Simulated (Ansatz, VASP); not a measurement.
One calculation of AlN, two programs

The input INCAR:

```
ALGO = Normal ; EDIFF = 1E-7
ENCUT = 520 ; GGA = CA
ISIF = 2 ; ISMEAR = 0
LASPH = T ; LCHARG = F
LREAL = F ; LWAVE = F
NBANDS = 16 ; NELM = 80
PREC = Accurate ; SIGMA = 0.05
```

Contents of KPOINTS:

```
k-points
0
Gamma
  9 9 6
```

The input POSCAR:

```
AlN
1.0
    3.1143789636      0.0000000000      0.0000000000
   -1.5571894818      2.6971312995      0.0000000000
    0.0000000000      0.0000000000      4.9848021043
Al N
2 2
Direct
    0.3301182952      0.6602365904      0.0015212672
    0.6698817048      0.3397634096      0.5015212672
    0.3362022155      0.6724044311      0.3834787328
    0.6637977845      0.3275955689      0.8834787328
```

Input for Ansatz:

```yaml
crystal:
  lattice:
    - [3.1143789636, 0.0, 0.0]
    - [-1.5571894818, 2.6971312995, 0.0]
    - [0.0, 0.0, 4.9848021043]
  atoms:
    - { symbol: Al, position: [0.3301182952, 0.6602365904, 0.0015212672] }
    - { symbol: Al, position: [0.6698817048, 0.3397634096, 0.5015212672] }
    - { symbol: "N", position: [0.3362022155, 0.6724044311, 0.3834787328] }
    - { symbol: "N", position: [0.6637977845, 0.3275955689, 0.8834787328] }
basis:
  ecutwfc: 520.0
kpoints:
  mp_grid: { grid: [9, 9, 6] }
hamiltonian:
  xc: lda
scf:
  occupations: { method: gaussian, width: 0.05 }
output:
  forces: true
  stress: true
  eigenvalues: true
```

Change from the starting cell: mode 5 frozen in at -0.017 Å, equal normal strain along x, y and z +0.0083.

Alike in both runs: task single point; functional LDA; k mesh 9 × 9 × 6; occupations gaussian, width 0.05 eV; no spin polarisation.

|  | VASP | Ansatz |
| --- | --- | --- |
| version | VASP 6.6.1 | Ansatz 0.2.0 |
| potentials or method | VASP PAW LDA potentials, release 64 (Al, N), cutoff 520 eV | scalar-relativistic, plane waves, PAW |
| valence electrons in the cell | 16 | 16 |

```tsv
	VASP	Ansatz	Ansatz less VASP
gap on the k mesh at the Fermi level (eV)	4.20	4.19	-0.004
least direct gap on the mesh (eV)	4.20	4.19	-0.004
pressure (GPa)	-4.5	-5.0	-0.55
traceless stress, the component that is largest in VASP (GPa)	0.21	0.23	+0.017
rms of the force components (eV/Å)	0.044	0.044	+0.0001
```

LDA's correlation is that of Perdew and Zunger in VASP and of Perdew and Wang (1992) in Ansatz. Atom by atom the forces differ by 0.000 eV/Å (rms over components).
